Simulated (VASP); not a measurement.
Runs of VASP 6.6.1 on SrTiO. The structure is that of space group P4/mmm (No. 123), or close to it. The cells are those of the table. The cell was built from a structure type or drawn by symmetry, and may not be a known phase.

```csv
task,cell,k mesh,cutoff (eV),gap on the mesh (eV),pressure (GPa),moment (μB)
relaxation of cell and atoms,"relaxed from a = 3.394, b = 3.394, c = 5.373 Å, 3 atoms",6 × 6 × 4,600,none,0.0,2.80
single point,"a = 3.379, b = 3.379, c = 7.882 Å, 3 atoms",14 × 14 × 6,520,none,0.3,2.87
single point,"a = 3.394, b = 3.394, c = 5.373 Å, 3 atoms",6 × 6 × 4,520,none,8.5,3.05
single point,"a = 3.377, b = 3.377, c = 7.791 Å, 3 atoms",6 × 6 × 4,520,none,(a),(b)
```

Alike in all rows: level PBE; potentials or basis VASP PAW PBE potentials, release 64 (Sr_sv, Ti_sv, O); spin collinear; smearing gaussian 0.1 eV.

Question: Fill in the values left out.

Answer: (a) 0.4; (b) 2.83.

Caveats: the cell stands under pressure (at least some runs).

A k mesh can miss the band edges, and the runs leave out spin-orbit coupling on Sr.

A gap of «none» marks levels without a gap at the run's occupations.
